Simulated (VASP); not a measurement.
# Pb in VASP: further runs

The runs below take Pb through single point, with PBE.

All numbers are computed with VASP 6.6.1; they aren't measurements. Logs are shortened: lines on timing, memory, paths and dates and some standing lists are left out, and cuts for length are marked.

## Step 1: The cell of the first run

The structure is cubic, space group Fm-3m (No. 225). The conventional cell has a = 4.940 Å, b = 4.940 Å, c = 4.940 Å, α = 90.00°, β = 90.00°, γ = 90.00°. Pb (site symmetry m-3m) has 12 Pb at 3.49 Å within 4.6 Å.

## Step 2: Single point, PBE

Contents of INCAR:

```
SYSTEM = Pb
PREC     = Accurate       ! precision mode
ENCUT    = 500            ! plane-wave cutoff, eV
EDIFF    = 1E-6           ! SCF threshold, eV
ISMEAR   = -5             ! smearing method
SIGMA    = 0.1            ! smearing width, eV
LREAL    = .FALSE.        ! projectors in reciprocal space
LASPH    = .TRUE.         ! aspherical terms in the spheres
NELM     = 120            ! most SCF steps
ALGO     = Normal         ! electronic algorithm
ISIF     = 2              ! what is computed and relaxed
LWAVE    = .FALSE.        ! write WAVECAR
LCHARG   = .FALSE.        ! write CHGCAR
GGA      = PE             ! functional
NBANDS   = 13             ! bands
GGA_COMPAT= .FALSE.
```

Contents of KPOINTS:

```
regular mesh
0
G
  13 13 13
  0 0 0
```

Contents of POSCAR:

```
Pb
1.0
    0.0000000000      2.4698000000      2.4698000000
    2.4698000000      0.0000000000      2.4698000000
    2.4698000000      2.4698000000      0.0000000000
Pb
1
Direct
    0.0000000000      0.0000000000      0.0000000000
```

Potentials or basis: VASP PAW PBE potentials, release 64 (Pb_d).

On the command line:

```bash
$ cat potpaw_PBE.64/Pb_d/POTCAR > POTCAR
$ mpirun -np 1 vasp_std > vasp.out
```

OUTCAR:

```text
SYSTEM = Pb
   PREC = Accurate
   ENCUT = 500
   EDIFF = 1E-6
   ISMEAR = -5
   LREAL = .FALSE.
   LASPH = .TRUE.
   NELM = 120
   ISIF = 2
   GGA = PE

 ion  position               nearest neighbor table
   1  0.000  0.000  0.000-

  LATTYP: Found a face centered cubic cell.
 ALAT       =     4.9396000000

  Lattice vectors:

 A1 = (   0.0000000000,   2.4698000000,   2.4698000000)
 A2 = (   2.4698000000,   0.0000000000,   2.4698000000)
 A3 = (   2.4698000000,   2.4698000000,   0.0000000000)

Analysis of symmetry for initial positions (statically):
=====================================================================
 Subroutine PRICEL returns:
 Original cell was already a primitive cell.

 Routine SETGRP: Setting up the symmetry group for a
 face centered cubic supercell.

 Subroutine GETGRP returns: Found 48 space group operations
[... 9 lines left out ...]

 Routine SETGRP: Setting up the symmetry group for a
 face centered cubic supercell.

 Subroutine GETGRP returns: Found 48 space group operations
[... 11 lines left out ...]
                                     Primitive cell

  volume of cell :      30.1311

  direct lattice vectors                    reciprocal lattice vectors
     0.000000000  2.469800000  2.469800000    -0.202445542  0.202445542  0.202445542
     2.469800000  0.000000000  2.469800000     0.202445542 -0.202445542  0.202445542
     2.469800000  2.469800000  0.000000000     0.202445542  0.202445542 -0.202445542

  length of vectors
     3.492824656  3.492824656  3.492824656     0.350645965  0.350645965  0.350645965

  position of ions in fractional coordinates (direct lattice)
     0.000000000  0.000000000  0.000000000

  ion indices of the primitive-cell ions
   primitive index   ion index
                 1           1

----------------------------------------------------------------------------------------

 KPOINTS: regular mesh

Automatic generation of k-mesh.
 Grid dimensions read from file:
 generate k-points for:   13   13   13

 Generating k-lattice:

  Cartesian coordinates                     Fractional coordinates (reciprocal lattice)
    -0.015572734  0.015572734  0.015572734     0.076923077  0.000000000  0.000000000
     0.015572734 -0.015572734  0.015572734     0.000000000  0.076923077  0.000000000
     0.015572734  0.015572734 -0.015572734     0.000000000  0.000000000  0.076923077

  Length of vectors
     0.026972767  0.026972767  0.026972767

  Shift w.r.t. Gamma in fractional coordinates (k-lattice)
     0.000000000  0.000000000  0.000000000

 TETIRR: Found    322 inequivalent tetrahedra from    13182

 Subroutine IBZKPT returns following result:
 ===========================================

 Found     84 irreducible k-points:

 Following reciprocal coordinates:
            Coordinates               Weight
  0.000000  0.000000  0.000000      1.000000
  0.076923  0.000000  0.000000      8.000000
  0.153846  0.000000  0.000000      8.000000
  0.230769  0.000000  0.000000      8.000000
  0.307692  0.000000  0.000000      8.000000
  0.384615  0.000000  0.000000      8.000000
[... 16 lines left out ...]
  0.384615  0.153846  0.000000     24.000000
  0.461538  0.153846  0.000000     24.000000
 [... further k-points ...]
   k-points           NKPTS =     84   k-points in BZ     NKDIM =     84   number of bands    NBANDS=     13
   number of dos      NEDOS =    301   number of ions     NIONS =      1
   total plane-waves  NPLWV =  21952
   dimension x,y,z NGX =    28 NGY =   28 NGZ =   28
   dimension x,y,z NGXF=    56 NGYF=   56 NGZF=   56
   ions per type =               1
   NGX,Y,Z   is equivalent  to a cutoff of  13.33, 13.33, 13.33 a.u.
   NGXF,Y,Z  is equivalent  to a cutoff of  26.65, 26.65, 26.65 a.u.
 SYSTEM =  Pb
   PREC   = accura    normal or accurate (medium, high low for compatibility)
   ISTART =      0    job   : 0-new  1-cont  2-samecut
   ICHARG =      2    charge: 1-file 2-atom 10-const
   ISPIN  =      1    spin polarized calculation?
   LNONCOLLINEAR =      F non collinear calculations
   LSORBIT =      F    spin-orbit coupling
   LASPH  =      T    aspherical Exc in radial PAW
   ENCUT  =  500.0 eV  36.75 Ry    6.06 a.u.   6.37  6.37  6.37*2*pi/ulx,y,z
   NELM   =    120;   NELMIN=  2; NELMDL= -5     # of ELM steps
   EDIFF  = 0.1E-05   stopping-criterion for ELM
   LREAL  =      F    real-space projection
   EDIFFG = 0.1E-04   stopping-criterion for IOM
   NSW    =      0    number of steps for IOM
   IBRION =     -1    ionic relax: 0-MD 1-quasi-New 2-CG
   NFREE  =      0    steps in history (QN), initial steepest desc. (CG)
   ISIF   =      2    stress and relaxation
   ISYM   =      2    0-nonsym 1-usesym 2-fastsym
   POTIM  = 0.5000    time-step for ionic-motion
   TEBEG  =    0.0;   TEEND  =   0.0 temperature during run
   PSTRESS=    0.0 pullay stress
   NELECT =      14.0000    total number of electrons
   NUPDOWN=      -1.0000    fix difference up-down
   EMIN   =  10.00;   EMAX   =-10.00  energy-range for DOS
   EFERMI =   0.00;   METHOD = LEGACY
   ISMEAR =    -5;   SIGMA  =   0.10  broadening in eV -4-tet -1-fermi 0-gaus
   EFERMI_NEDOS =   21; number of points for ismear=-14 and -15
   IALGO  =     38    algorithm
   IMIX   =      4    mixing-type and parameters
     AMIX     =   0.40;   BMIX     =  1.00
     AMIX_MAG =   1.60;   BMIX_MAG =  1.00
  volume/ion in A,a.u.               =      30.13       203.33
  Fermi-wavevector in a.u.,A,eV,Ry     =   1.267980  2.396135 21.875082  1.607773
  Thomas-Fermi vector in A             =   2.401099
   LORBIT       =      0    0 simple, 1 ext, 2 COOP (PROOUT), +10 PAW based schemes
   GGA     = PE    functional components
   LHFCALC =     F    Hartree Fock is set to
   AEXX    =    0.0000 exact exchange contribution
   IVDW    =     0    specifies the selected vdW correction
   LEPSILON=     F    determine dielectric tensor
   LRPA    =     F    only Hartree local field effects (RPA)
 non-spin polarized calculation
 Fermi weights with tetrahedron method with Bloechl corrections
  energy-cutoff  :      500.00
  volume of cell :       30.13
 maximum number of plane-waves:       781
 NGX is ok and might be reduce to    28
   NGX = 13   NGY = 13   NGZ = 13

 number of electron      13.9999999 magnetization

 Free energy of the ion-electron system (eV)
  ---------------------------------------------------
  ext. energy  EPLUGINS =         0.00000000
  ---------------------------------------------------
  free energy    TOTEN  =        -3.54886471 eV

  energy without entropy =       -3.54886471  energy(sigma->0) =       -3.54886471

 E-fermi :   7.4169     XC(G=0): -10.2144

 val. band max:        7.4087758734   @ k =  -0.2308   0.1538   0.0000
 cond. band min:       7.3548159178   @ k =  -0.2308   0.3077   0.0769
 fundamental gap:     -0.0539599557
 Fermi energy:         7.4169157722

 k-point     1 :       0.0000    0.0000    0.0000
  band No.  band energies     occupation
      1      -9.7206      2.00000
      2      -9.7206      2.00000
      3      -9.7206      2.00000
      4      -9.5779      2.00000
      5      -9.5779      2.00000
      6      -4.4430      2.00000
      7      14.8229      0.00000
      8      14.8229      0.00000
      9      14.8229      0.00000
     10      17.1211      0.00000
     11      18.7755      0.00000
     12      19.8857      0.00000
     13      19.8857      0.00000

 k-point     2 :       0.0769    0.0000    0.0000
  band No.  band energies     occupation
      1      -9.7209      2.00000
      2      -9.7119      2.00000
      3      -9.7119      2.00000
      4      -9.5785      2.00000
      5      -9.5785      2.00000
      6      -4.3283      2.00000
      7      13.4664      0.00000
      8      14.6792      0.00000
      9      14.6792      0.00000
     10      16.8752      0.00000
     11      19.3551      0.00000
     12      20.1414      0.00000
     13      20.1414      0.00000

 k-point     3 :       0.1538    0.0000    0.0000
  band No.  band energies     occupation
      1      -9.7226      2.00000
      2      -9.6933      2.00000
      3      -9.6933      2.00000
      4      -9.5745      2.00000
      5      -9.5745      2.00000
      6      -3.9838      2.00000
      7      11.0887      0.00000
      8      14.3223      0.00000
      9      14.3223      0.00000
     10      16.5874      0.00000
     11      20.0973      0.00000
     12      20.5203      0.00000
     13      20.6227      0.00000

 k-point     4 :       0.2308    0.0000    0.0000
  band No.  band energies     occupation
      1      -9.7276      2.00000
      2      -9.6840      2.00000
      3      -9.6840      2.00000
      4      -9.5513      2.00000
      5      -9.5513      2.00000
      6      -3.4123      2.00000
      7       8.6929     -0.13619
      8      13.8862      0.00000
      9      13.8862      0.00000
     10      16.3899      0.00000
     11      19.1304      0.00000
     12      19.9255      0.00000
     13      19.9255      0.00000

 k-point     5 :       0.3077    0.0000    0.0000
  band No.  band energies     occupation
      1      -9.7358      2.00000
      2      -9.6903      2.00000
      3      -9.6903      2.00000
      4      -9.5096      2.00000
      5      -9.5096      2.00000
      6      -2.6323      2.00000
      7       6.4882      2.00284
      8      13.4756      0.00000
      9      13.4756      0.00000
     10      16.3121      0.00000
     11      18.2101      0.00000
     12      19.2797      0.00000
     13      19.2797      0.00000

 k-point     6 :       0.3846    0.0000    0.0000
  band No.  band energies     occupation
      1      -9.7445      2.00000
      2      -9.7013      2.00000
      3      -9.7013      2.00000
      4      -9.4687      2.00000
      5      -9.4687      2.00000
      6      -1.7138      2.00000
      7       4.6014      2.00000
      8      13.1618      0.00000
      9      13.1618      0.00000
     10      16.3623      0.00000
     11      17.4898      0.00000
     12      18.8420      0.00000
     13      18.8420      0.00000

 k-point     7 :       0.4615    0.0000    0.0000
  band No.  band energies     occupation
      1      -9.7502      2.00000
      2      -9.7087      2.00000
      3      -9.7087      2.00000
      4      -9.4442      2.00000
      5      -9.4442      2.00000
      6      -0.9183      2.00000
      7       3.3174      2.00000
      8      12.9925      0.00000
      9      12.9925      0.00000
     10      16.5318      0.00000
     11      16.9858      0.00000
     12      18.6237      0.00000
     13      18.6237      0.00000
[... 193 lines left out ...]
 k-point    20 :       0.1538    0.1538    0.0000
  band No.  band energies     occupation
      1      -9.7569      2.00000
      2      -9.6562      2.00000
      3      -9.6562      2.00000
      4      -9.6177      2.00000
      5      -9.5510      2.00000
      6      -3.8312      2.00000
      7      12.1326      0.00000
      8      12.9023      0.00000
      9      12.9023      0.00000
     10      15.8304      0.00000
     11      17.5486      0.00000
     12      22.2322      0.00000
     13      22.4813      0.00000

 k-point    21 :       0.2308    0.1538    0.0000
  band No.  band energies     occupation
      1      -9.7674      2.00000
      2      -9.6480      2.00000
      3      -9.6313      2.00000
      4      -9.6141      2.00000
      5      -9.5316      2.00000
      6      -3.4120      2.00000
      7      10.2810      0.00000
      8      12.3114      0.00000
      9      12.5922      0.00000
     10      15.8837      0.00000
     11      16.7071      0.00000
     12      21.8617      0.00000
     13      22.5222      0.00000

 k-point    22 :       0.3077    0.1538    0.0000
  band No.  band energies     occupation
      1      -9.7669      2.00000
      2      -9.6664      2.00000
      3      -9.6264      2.00000
      4      -9.5814      2.00000
      5      -9.4955      2.00000
      6      -2.7736      2.00000
      7       8.1193      0.13611
      8      11.8978      0.00000
      9      11.9989      0.00000
     10      15.5345      0.00000
     11      17.4881      0.00000
     12      21.3253      0.00000
     13      21.8976      0.00000

 k-point    23 :       0.3846    0.1538    0.0000
  band No.  band energies     occupation
      1      -9.7615      2.00000
      2      -9.6793      2.00000
      3      -9.6353      2.00000
      4      -9.5492      2.00000
      5      -9.4585      2.00000
      6      -1.9509      2.00000
      7       6.1189      2.12278
      8      11.2807      0.00000
      9      11.6971      0.00000
     10      15.1686      0.00000
     11      18.9422      0.00000
     12      20.7018      0.00000
     13      21.1522      0.00000

 k-point    24 :       0.4615    0.1538    0.0000
  band No.  band energies     occupation
      1      -9.7551      2.00000
      2      -9.6854      2.00000
      3      -9.6469      2.00000
      4      -9.5194      2.00000
      5      -9.4383      2.00000
      6      -1.0598      2.00000
      7       4.4775      2.00000
      8      10.6199      0.00000
      9      11.7307      0.00000
     10      15.0522      0.00000
     11      19.6124      0.00000
     12      20.5325      0.00000
     13      21.1404      0.00000

 [... further k-points ...]
[... 5 lines left out ...]
  --------------------------------------------------------------------------------------
  -------------------------------------------------------------------------------------
  Total        0.5311593      0.5311593      0.5311593      0.0000000      0.0000000     -0.0000000
  in kB       28.2435953     28.2435953     28.2435953      0.0000000      0.0000000     -0.0000000
  external PRESSURE =      28.2435953 kB  Pullay stress =       0.0000000 kB

 VOLUME and BASIS-vectors are now :
 -----------------------------------------------------------------------------
  energy-cutoff  :      500.00
  volume of cell :       30.13
      direct lattice vectors                 reciprocal lattice vectors
     0.000000000  2.469800000  2.469800000    -0.202445542  0.202445542  0.202445542
     2.469800000  0.000000000  2.469800000     0.202445542 -0.202445542  0.202445542
     2.469800000  2.469800000  0.000000000     0.202445542  0.202445542 -0.202445542

 POSITION                                       TOTAL-FORCE (eV/Angst)
 -----------------------------------------------------------------------------------
      0.00000      0.00000      0.00000         0.000000      0.000000     -0.000000
 -----------------------------------------------------------------------------------
    total drift:                               -0.000000     -0.000000      0.000000

  FREE ENERGIE OF THE ION-ELECTRON SYSTEM (eV)
  ---------------------------------------------------
  free  energy   TOTEN  =        -3.5488647140 eV

  energy  without entropy=       -3.5488647140  energy(sigma->0) =       -3.54886471
```

It took 36 s on 1 thread of AMD EPYC 7R13, shared host; peak memory 0.14 GiB.

What came out:

```yaml
Free_energy: -3.5489 eV
Pressure: 2.8 GPa
Band_gap_on_the_k_mesh: zero (band 7 reaches 14.82 eV, above the bottom of band 8 at 5.67 eV)
```

Caveat: spin-orbit coupling is left out, which moves the levels of the heavy elements; tetrahedron occupations give inexact forces and stress in metals.

(Continued in part 2 of 2.)
